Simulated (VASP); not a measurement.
Input of a VASP 6.6.1 run:

Contents of INCAR:

```
PREC = Accurate
ENCUT = 600
EDIFF = 1E-6
ISMEAR = 0
SIGMA = 0.1
LREAL = F
LASPH = T
NELM = 60
ALGO = Normal
ISIF = 3
LWAVE = F
LCHARG = F
GGA = PE
IBRION = 2
NSW = 90
EDIFFG = -0.04
```

The input KPOINTS:

```
Automatic mesh
0
Gamma
  4 4 4
```

Contents of POSCAR:

```
CsV3
1.0
    4.3489061514      0.0000000000      0.0000000000
    0.0000000000      4.3489061514      0.0000000000
    0.0000000000      0.0000000000      4.3489061514
Cs V
1 3
Direct
    0.0000000000      0.0000000000      0.0000000000
    0.0000000000      0.5000000000      0.5000000000
    0.5000000000      0.0000000000      0.5000000000
    0.5000000000      0.5000000000      0.0000000000
```

Potentials or basis: VASP PAW PBE potentials, release 64 (Cs_sv, V_sv).

Launch:

```sh
$ cat potpaw_PBE.64/Cs_sv/POTCAR potpaw_PBE.64/V_sv/POTCAR > POTCAR
$ mpirun -np 1 vasp_std > vasp.out
```

(1) Estimate the space group after relaxing (to 0.1 Å).

(2) Predict the band gap on the k mesh.

Answers

(1) Pm-3m (No. 221).

(2) zero (bands 24 and 25 overlap by 0.70 eV).

Caveat: the k points lie up to 0.38 Å⁻¹ apart in the final cell, too coarse for converged energies and pressures of a metal; spin-orbit coupling is left out, which moves the levels of the heavy elements.
